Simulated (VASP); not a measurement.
# EuFe4As12 (Im-3) in VASP: single point with PBE+U

Aim: the single point of EuFe4As12 with PBE+U.

All numbers are computed with VASP 6.6.1; they aren't measurements. Logs are shortened: lines on timing, memory, paths and dates and some standing lists are left out, and cuts for length are marked.

**1. The cell of the first run**

Symmetry: Im-3, No. 204, cubic system. The conventional cell has a = 8.366 Å, b = 8.366 Å, c = 8.366 Å, α = 90.00°, β = 90.00°, γ = 90.00°. Eu (site symmetry m-3) has 12 As at 3.16 Å and 8 Fe at 3.62 Å within 4.2 Å. Fe (site symmetry -3) has 6 As at 2.37 Å within 3.1 Å. Within 3.2 Å of As (site symmetry m) lie 2 Fe at 2.37 Å and 6 As at 2.60 to 3.16 Å and 1 Eu at 3.16 Å.

**2. Single point, PBE+U, collinear spin, ferrimagnetic start**

The input, INCAR:

```
  PREC = Accurate
  ENCUT = 520
  EDIFF = 1E-6
  ISMEAR = 0
  SIGMA = 0.05
  LREAL = Auto
  LASPH = T
  NELM = 150
  ALGO = Normal
  ISIF = 2
  LWAVE = F
  LCHARG = F
  ISPIN = 2
  MAGMOM = 7 -2.5 -2.5 -2.5 -2.5 0 0 0 0 0 0 0 0 0 0 0 0
  LORBIT = 11
  LMAXMIX = 6
  LDAU = T
  LDAUTYPE = 2
  LDAUL = 3 -1 -1
  LDAUU = 6 0 0
  LDAUJ = 0 0 0
  LDAUPRINT = 1
  GGA = PE
  NBANDS = 72
```

The input, KPOINTS:

```
Automatic mesh
0
Gamma
  3 3 3
```

The input, POSCAR:

```
EuFe4As12
1.0
   -4.1831733843      4.1831733843      4.1831733843
    4.1831733843     -4.1831733843      4.1831733843
    4.1831733843      4.1831733843     -4.1831733843
Eu Fe As
1 4 12
Direct
    0.0000000000      0.0000000000      0.0000000000
    0.5000000000      0.0000000000      0.0000000000
    0.0000000000      0.5000000000      0.0000000000
    0.0000000000      0.0000000000      0.5000000000
    0.5000000000      0.5000000000      0.5000000000
    0.4997640207      0.6555505879      0.8442134328
    0.5002359793      0.3444494121      0.1557865672
    0.8113371550      0.6555505879      0.1557865672
    0.1886628450      0.3444494121      0.8442134328
    0.8442134328      0.1886628450      0.3444494121
    0.1557865672      0.8113371550      0.6555505879
    0.1557865672      0.5002359793      0.3444494121
    0.8442134328      0.4997640207      0.6555505879
    0.6555505879      0.1557865672      0.8113371550
    0.3444494121      0.8442134328      0.1886628450
    0.3444494121      0.1557865672      0.5002359793
    0.6555505879      0.8442134328      0.4997640207
```

Potentials or basis: VASP PAW PBE potentials, release 64 (Eu, Fe, As).

The run is started by

```bash
$ cat potpaw_PBE.64/Eu/POTCAR potpaw_PBE.64/Fe/POTCAR potpaw_PBE.64/As/POTCAR > POTCAR
$ mpirun -np 1 vasp_std > vasp.out
```

OUTCAR:

```text
PREC = Accurate
   ENCUT = 520
   EDIFF = 1E-6
   ISMEAR = 0
   LREAL = Auto
   LASPH = T
   NELM = 150
   ISIF = 2
   ISPIN = 2
   LORBIT = 11
   GGA = PE

 ion  position               nearest neighbor table
   1  0.000  0.000  0.000-  12 3.16  13 3.16  16 3.16  17 3.16   7 3.16   6 3.16  15 3.16   8 3.16
                             9 3.16  14 3.16  11 3.16  10 3.16
   2  0.500  0.000  0.000-  10 2.37  11 2.37   6 2.37   7 2.37  14 2.37  15 2.37
   3  0.000  0.500  0.000-  14 2.37  15 2.37  12 2.37  13 2.37   8 2.37   9 2.37
   4  0.000  0.000  0.500-   8 2.37   9 2.37  16 2.37  17 2.37  10 2.37  11 2.37
   5  0.500  0.500  0.500-   6 2.37   7 2.37  12 2.37  13 2.37  16 2.37  17 2.37
   6  0.500  0.656  0.844-   2 2.37   5 2.37   9 2.60   8 2.61   1 3.16
   7  0.500  0.344  0.156-   2 2.37   5 2.37   8 2.60   9 2.61   1 3.16
   8  0.811  0.656  0.156-   4 2.37   3 2.37   7 2.60   6 2.61   1 3.16
   9  0.189  0.344  0.844-   4 2.37   3 2.37   6 2.60   7 2.61   1 3.16
  10  0.844  0.189  0.344-   2 2.37   4 2.37  13 2.60  12 2.61   1 3.16
  11  0.156  0.811  0.656-   2 2.37   4 2.37  12 2.60  13 2.61   1 3.16
  12  0.156  0.500  0.344-   3 2.37   5 2.37  11 2.60  10 2.61   1 3.16
  13  0.844  0.500  0.656-   3 2.37   5 2.37  10 2.60  11 2.61   1 3.16
  14  0.656  0.156  0.811-   3 2.37   2 2.37  16 2.60  17 2.61   1 3.16
  15  0.344  0.844  0.189-   3 2.37   2 2.37  17 2.60  16 2.61   1 3.16
  16  0.344  0.156  0.500-   4 2.37   5 2.37  14 2.60  15 2.61   1 3.16
  17  0.656  0.844  0.500-   4 2.37   5 2.37  15 2.60  14 2.61   1 3.16

  LATTYP: Found a body centered cubic cell.
 ALAT       =     8.3663467686

  Lattice vectors:

 A1 = (  -4.1831733843,   4.1831733843,   4.1831733843)
 A2 = (   4.1831733843,  -4.1831733843,   4.1831733843)
 A3 = (   4.1831733843,   4.1831733843,  -4.1831733843)

Analysis of symmetry for initial positions (statically):
=====================================================================
 Subroutine PRICEL returns:
 Original cell was already a primitive cell.

 Routine SETGRP: Setting up the symmetry group for a
 body centered cubic supercell.

 Subroutine GETGRP returns: Found 24 space group operations
 (whereof 24 operations were pure point group operations)
 out of a pool of 48 trial point group operations.

The static configuration has the point symmetry T_h .

Analysis of symmetry for dynamics (positions and initial velocities):
=====================================================================
 Subroutine PRICEL returns:
 Original cell was already a primitive cell.

 Routine SETGRP: Setting up the symmetry group for a
 body centered cubic supercell.

 Subroutine GETGRP returns: Found 24 space group operations
 (whereof 24 operations were pure point group operations)
[... 224 lines left out ...]
 cond. band min:       5.7695670999   @ k =   0.0000   0.0000   0.0000
 fundamental gap:      0.0315669106
 Fermi energy:         5.7531128152

 spin component 1

 k-point     1 :       0.0000    0.0000    0.0000
  band No.  band energies     occupation
      1     -34.2611      1.00000
      2     -13.2887      1.00000
      3     -13.2886      1.00000
      4     -13.2886      1.00000
      5      -8.2538      1.00000
      6      -6.0137      1.00000
[... 265 lines left out ...]
     65       7.7650      0.00000
     66       7.8674      0.00000
 Fermi energy:         5.7531128152

 spin component 2

 k-point     1 :       0.0000    0.0000    0.0000
  band No.  band energies     occupation
      1     -31.1327      1.00000
      2     -11.0846      1.00000
      3     -11.0846      1.00000
      4     -11.0846      1.00000
      5      -8.2541      1.00000
      6      -6.0244      1.00000
[... 265 lines left out ...]
     65       9.1602      0.00000
     66       9.4356      0.00000
 [bands above 66 left out]

------------------------ aborting loop because EDIFF is reached ----------------------------------------

  FORCE on cell =-STRESS in cart. coord.  units (eV):
  Direction    XX          YY          ZZ          XY          YZ          ZX
  --------------------------------------------------------------------------------------
  -------------------------------------------------------------------------------------
  Total        0.3678247      0.3678247      0.3678247      0.0000000     -0.0000000     -0.0000000
  in kB        2.0126758      2.0126758      2.0126758      0.0000000     -0.0000000     -0.0000000
  external PRESSURE =       2.0126758 kB  Pullay stress =       0.0000000 kB

 VOLUME and BASIS-vectors are now :
 -----------------------------------------------------------------------------
  energy-cutoff  :      520.00
  volume of cell :      292.80
      direct lattice vectors                 reciprocal lattice vectors
    -4.183173384  4.183173384  4.183173384     0.000000000  0.119526482  0.119526482
     4.183173384 -4.183173384  4.183173384     0.119526482  0.000000000  0.119526482
     4.183173384  4.183173384 -4.183173384     0.119526482  0.119526482  0.000000000

 POSITION                                       TOTAL-FORCE (eV/Angst)
 -----------------------------------------------------------------------------------
      0.00000      0.00000      0.00000        -0.000000      0.000000      0.000000
     -2.09159      2.09159      2.09159        -0.000000      0.000000      0.000000
      2.09159     -2.09159      2.09159        -0.000000      0.000000      0.000000
      2.09159      2.09159     -2.09159        -0.000000      0.000000      0.000000
      2.09159      2.09159      2.09159        -0.000000      0.000000      0.000000
      4.18317      2.87981      1.30139        -0.000000     -0.028445      0.036210
[... 9 lines left out ...]
      1.30336      2.88178     -0.00000         0.028445     -0.036210      0.000000
      2.87981      1.30139      4.18317        -0.028445      0.036210     -0.000000
 -----------------------------------------------------------------------------------
    total drift:                               -0.000000      0.000000     -0.000000

  FREE ENERGIE OF THE ION-ELECTRON SYSTEM (eV)
  ---------------------------------------------------
  free  energy   TOTEN  =      -105.5617763495 eV

  energy  without entropy=     -105.5464600638  energy(sigma->0) =     -105.55411821

 total charge

# of ion       s       p       d       f       tot
--------------------------------------------------
    1        2.027   5.762   0.357   6.768  14.914
    2        0.430   0.588   6.472   0.000   7.490
    3        0.430   0.588   6.472   0.000   7.490
    4        0.430   0.588   6.472   0.000   7.490
    5        0.430   0.588   6.472   0.000   7.490
    6        1.247   1.433   0.067   0.000   2.747
[... 9 lines left out ...]
   16        1.247   1.433   0.067   0.000   2.747
   17        1.247   1.433   0.067   0.000   2.747
--------------------------------------------------
tot         18.709  25.314  27.050   6.768  77.841

 magnetization (x)

# of ion       s       p       d       f       tot
--------------------------------------------------
    1       -0.013  -0.111   0.084   6.741   6.701
    2       -0.004  -0.015  -0.474   0.000  -0.494
    3       -0.004  -0.015  -0.474   0.000  -0.494
    4       -0.004  -0.015  -0.474   0.000  -0.494
    5       -0.004  -0.015  -0.474   0.000  -0.494
    6        0.003  -0.003   0.000   0.000  -0.000
[... 9 lines left out ...]
   16        0.003  -0.003   0.000   0.000  -0.000
   17        0.003  -0.003   0.000   0.000  -0.000
--------------------------------------------------
tot          0.002  -0.211  -1.810   6.741   4.722
```

OSZICAR:

```text
N       E                     dE             d eps       ncg     rms          rms(c)
DAV:   1     0.906916453444E+03    0.90692E+03   -0.41719E+04  1648   0.366E+03
[... 17 lines left out ...]
DAV:  19    -0.105561844392E+03    0.10178E-02   -0.12419E-03  2040   0.414E-01    0.109E+00
DAV:  20    -0.105561832636E+03    0.11756E-04   -0.48776E-04  1872   0.143E-01    0.582E-01
DAV:  21    -0.105561790251E+03    0.42385E-04   -0.13620E-04  2184   0.762E-02    0.295E-01
DAV:  22    -0.105561789695E+03    0.55548E-06   -0.24491E-05  2000   0.110E-01    0.182E-01
DAV:  23    -0.105561773751E+03    0.15944E-04   -0.67539E-05  2096   0.134E-01    0.287E-01
DAV:  24    -0.105561776608E+03   -0.28572E-05   -0.21515E-05  1856   0.260E-02    0.184E-01
DAV:  25    -0.105561776349E+03    0.25875E-06   -0.12540E-06   824   0.129E-02
   1 F= -.10556178E+03 E0= -.10555412E+03  d E =-.153163E-01  mag=     5.0743
```

Run time: 14 min. Hardware: 1 thread of AMD EPYC 7R43 (Zen 3), shared host; peak memory 0.52 GiB.

What came out:

| Item | Value |
| --- | --- |
| Free energy | -105.5618 eV |
| Pressure | 0.2 GPa |
| Largest force | 0.046 eV/Å |
| Net moment | 5.07 μB per cell |
| Site moments | Eu +6.70; Fe -0.49; As -0.00 μB |
| Valence electrons inside the program's atomic spheres | Eu 14.91; Fe 7.49; As 2.75 |

Forces in eV/Å, atoms in the order of the input:
```
Eu   0.000  0.000  0.000
Fe   0.000  0.000  0.000
Fe   0.000  0.000  0.000
Fe   0.000  0.000  0.000
Fe   0.000  0.000  0.000
As   0.000 -0.028  0.036
As   0.000  0.028 -0.036
As   0.000  0.028  0.036
As   0.000 -0.028 -0.036
As  -0.036  0.000 -0.028
As   0.036  0.000  0.028
As  -0.036  0.000  0.028
As   0.036  0.000 -0.028
As   0.028  0.036  0.000
As  -0.028 -0.036  0.000
As   0.028 -0.036  0.000
As  -0.028  0.036  0.000
```

Eigenvalues of the final occupation matrices:
```csv
site,spin,trace,eigenvalues
site 1 f,1,6.76,0.96 0.96 0.96 0.96 0.98 0.98 0.98
site 1 f,2,0.01,0.00 0.00 0.00 0.00 0.00 0.00 0.00
```

Caveat: spin-orbit coupling is left out, which moves the levels of the heavy elements. The state reached can hang on the start; a lower one may exist.
